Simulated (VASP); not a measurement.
A run of VASP 6.6.1:

Contents of INCAR:

```
SYSTEM = MnSi
PREC = Accurate ; ENCUT = 520
EDIFF = 1E-7 ; ISMEAR = -1
SIGMA = 0.05 ; LREAL = .False.
LASPH = .True. ; NELM = 150
ALGO = Normal ; ISIF = 2
LWAVE = .False. ; LCHARG = .True.
ISPIN = 2 ; MAGMOM = 4 0
LORBIT = 11 ; LMAXMIX = 4
GGA = PE ; LELF = .True.
LVHAR = .True. ; NBANDS = 20
```

File KPOINTS:

```
regular mesh
0
Gamma
  15 15 15
  0 0 0
```

Contents of POSCAR:

```
MnSi
1.0
    0.0000000000      2.4224954964      2.4224954964
    2.4224954964      0.0000000000      2.4224954964
    2.4224954964      2.4224954964      0.0000000000
Mn Si
1 1
Direct
    0.0000000000      0.0000000000      0.0000000000
    0.5000000000      0.5000000000      0.5000000000
```

Potentials or basis: VASP PAW PBE potentials, release 64 (Mn_pv, Si).

The run is started by

```console
$ cat potpaw_PBE.64/Mn_pv/POTCAR potpaw_PBE.64/Si/POTCAR > POTCAR
$ mpirun -np 1 vasp_std > vasp.out
```

Hardware: 1 thread of Intel(R) Xeon(R) Platinum 8488C (Sapphire Rapids) (shared host).

Q: How long does it take, and how much memory?

A: Run time: 100 s on 1 thread of Intel(R) Xeon(R) Platinum 8488C (Sapphire Rapids), on a shared host, peak memory 0.24 GiB. Counts: scf iterations 16, k points 120.
